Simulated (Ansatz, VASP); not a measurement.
# Rh12CO in VASP and in Ansatz

```
CELL_PARAMETERS angstrom
5.41634 0.00000 0.00000
-2.70817 4.69069 0.00000
0.00000 0.00000 22.29646
ATOMIC_POSITIONS crystal
Rh 0.33333 0.16667 0.17940
Rh 0.33333 0.66667 0.17940
Rh 0.83333 0.16667 0.17940
Rh 0.83333 0.66667 0.17940
Rh 0.16667 0.33333 0.27577
Rh 0.16667 0.83333 0.27577
Rh 0.66667 0.33333 0.27577
Rh 0.66667 0.83333 0.27577
Rh 0.00000 0.00000 0.37210
Rh 0.00000 0.50000 0.37210
Rh 0.50000 0.00000 0.37210
Rh 0.50000 0.50000 0.37210
C 0.50000 0.25000 0.45148
O 0.39292 0.14292 0.49654
```

Alike in both runs: task single point; functional PBE; k mesh 6 × 6 × 1; occupations gaussian, width 0.1 eV; no spin polarisation.

|  | VASP | Ansatz |
| --- | --- | --- |
| version | VASP 6.6.1 | Ansatz 0.2.0 |
| potentials or method | VASP PAW PBE potentials, release 64 (Rh_pv, C, O), cutoff 520 eV | scalar-relativistic, plane waves, PAW |
| valence electrons in the cell | 190 | 214 |

Ansatz gave:

| Item | Value |
| --- | --- |
| gap on the k mesh at the Fermi level (eV) | none |
| rms of the force components (eV/Å) | 0.494 |
| work function, face that differs most (eV) | 5.53 |

Estimate VASP's values.

gap on the k mesh at the Fermi level (eV): none; rms of the force components (eV/Å): 0.603; work function, face that differs most (eV): 5.55.

Atom by atom the forces differ by 0.174 eV/Å (rms over components). A gap of «none» marks a metal or a gap that the smearing closes. The functional is the same, so the differences come from potentials, cutoffs and numerics. VASP's potentials hold 190 valence electrons a cell and Ansatz's 214, so a difference there can come from the potentials and not from the codes. Ansatz's warnings: xc potential rough in thin density.

Noted on VASP's run: the standard files for N, O and F lose accuracy on very short bonds.
